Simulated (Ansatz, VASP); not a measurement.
**Two plane-wave programs on Mg3Si2N**

```xyz
6
Lattice="5.6200 0.0000 0.0000 -2.8100 4.8670 0.0000 0.0000 0.0000 6.5706" Properties=species:S:1:pos:R:3 pbc="T T T"
Mg    2.8100    0.0000    3.2853
Mg   -1.4050    2.4335    3.2853
Mg    1.4050    2.4335    3.2853
Si    0.0000    0.0000    4.9985
Si    0.0000    0.0000    1.5721
N     0.0000    0.0000    3.2853
```

Alike in both runs: functional PBE; k mesh 6 × 6 × 4; occupations gaussian, width 0.1 eV; no spin polarisation.

Ansatz relaxed the structure, and its values are those at the end. VASP's run is a single point on that final structure, the one shown.

|  | VASP | Ansatz |
| --- | --- | --- |
| version | VASP 6.6.1 | Ansatz 0.2.0 |
| potentials or method | VASP PAW PBE potentials, release 64 (Mg, Si, N), cutoff 520 eV | scalar-relativistic, plane waves, PAW |
| valence electrons in the cell | 19 | 43 |

```tsv
	VASP	Ansatz	Ansatz less VASP
gap on the k mesh at the Fermi level (eV)	none	none	-
pressure (GPa)	0.0	0.0	+0.06
rms of the force components (eV/Å)	0.003	0.001	-0.0022
```

A gap of «none» marks a metal or a gap that the smearing closes. VASP's potentials hold 19 valence electrons a cell and Ansatz's 43, so a difference there can come from the potentials and not from the codes.
